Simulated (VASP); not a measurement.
A run of VASP 6.6.1:

INCAR

```
  PREC = Accurate
  ENCUT = 600
  EDIFF = 1E-6
  ISMEAR = 0
  SIGMA = 0.1
  LREAL = F
  LASPH = T
  NELM = 60
  ALGO = Normal
  ISIF = 3
  LWAVE = F
  LCHARG = F
  GGA = PS
  IBRION = 2
  NSW = 80
  EDIFFG = -0.01
```

KPOINTS

```
regular mesh
0
Gamma
  14 14 14
```

Contents of POSCAR:

```
TiAl
1.0
    0.0000000000      2.5686142692      2.5686142692
    2.5686142692      0.0000000000      2.5686142692
    2.5686142692      2.5686142692      0.0000000000
Ti Al
1 1
Direct
    0.0000000000      0.0000000000      0.0000000000
    0.5000000000      0.5000000000      0.5000000000
```

Potentials or basis: VASP PAW PBE potentials, release 64 (Ti_sv, Al).

Launch:

```sh
$ cat potpaw_PBE.64/Ti_sv/POTCAR potpaw_PBE.64/Al/POTCAR > POTCAR
$ mpirun -np 1 vasp_std > vasp.out
```

Hardware: 1 thread of AMD EPYC 9R45 96-Core Processor (Zen 5) (shared host).

Question: Estimate the wall time of this run.

Answer: Run time: 53 s on 1 thread of AMD EPYC 9R45 96-Core Processor (Zen 5), with other jobs on the host, peak memory 0.18 GiB. Counts: scf iterations 32, k points 104, ion steps 3.
